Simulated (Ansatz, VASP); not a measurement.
# One calculation of Si, two programs

File INCAR:

```
SYSTEM = Si
ALGO = Normal
EDIFF = 1E-8
ENCUT = 520
GGA = PE
ISIF = 2
ISMEAR = -1
LASPH = .True.
LCHARG = .False.
LEFG = .True.
LREAL = .False.
LWAVE = .False.
NBANDS = 11
NELM = 80
PREC = Accurate
SIGMA = 0.08
```

Contents of KPOINTS:

```
k-points
0
Gamma
  11 11 11
  0 0 0
```

File POSCAR:

```
Si
1.0
    0.0000000000      2.7334537691      2.7334537691
    2.7334537691      0.0000000000      2.7334537691
    2.7334537691      2.7334537691      0.0000000000
Si
2
Direct
    0.5000000000      0.5000000000      0.5000000000
    0.7500000000      0.7500000000      0.7500000000
```

Input for Ansatz:

```yaml
crystal:
  lattice:
    - [0.0, 2.7334537691, 2.7334537691]
    - [2.7334537691, 0.0, 2.7334537691]
    - [2.7334537691, 2.7334537691, 0.0]
  atoms:
    - { symbol: Si, position: [0.5, 0.5, 0.5] }
    - { symbol: Si, position: [0.75, 0.75, 0.75] }
kpoints:
  mp_grid: { grid: [11, 11, 11] }
scf:
  occupations: { method: fermi_dirac, width: 0.08 }
hamiltonian:
  xc: pbe
  pseudopotentials: { kind: all_electron, datasets: crystal }
output:
  forces: true
  stress: true
  eigenvalues: true
  efg: { contact_densities: true }
```

Change from the starting cell: volume scaled by 1.02, crystal datasets.

Alike in both runs: task electric field gradients; functional PBE; k mesh 11 × 11 × 11; occupations fermi-dirac, width 0.08 eV; no spin polarisation.

|  | VASP | Ansatz |
| --- | --- | --- |
| version | VASP 6.6.1 | Ansatz 0.2.0 |
| potentials or method | VASP PAW PBE potentials, release 64 (Si), cutoff 520 eV | all-electron PAW with datasets made for the crystal, scalar-relativistic |

|  | VASP | Ansatz | Ansatz less VASP |
| --- | --- | --- | --- |
| pressure (GPa) | 0.1 | 0.1 | +0.05 |

Ansatz ran all-electron here, and VASP with PAW potentials.
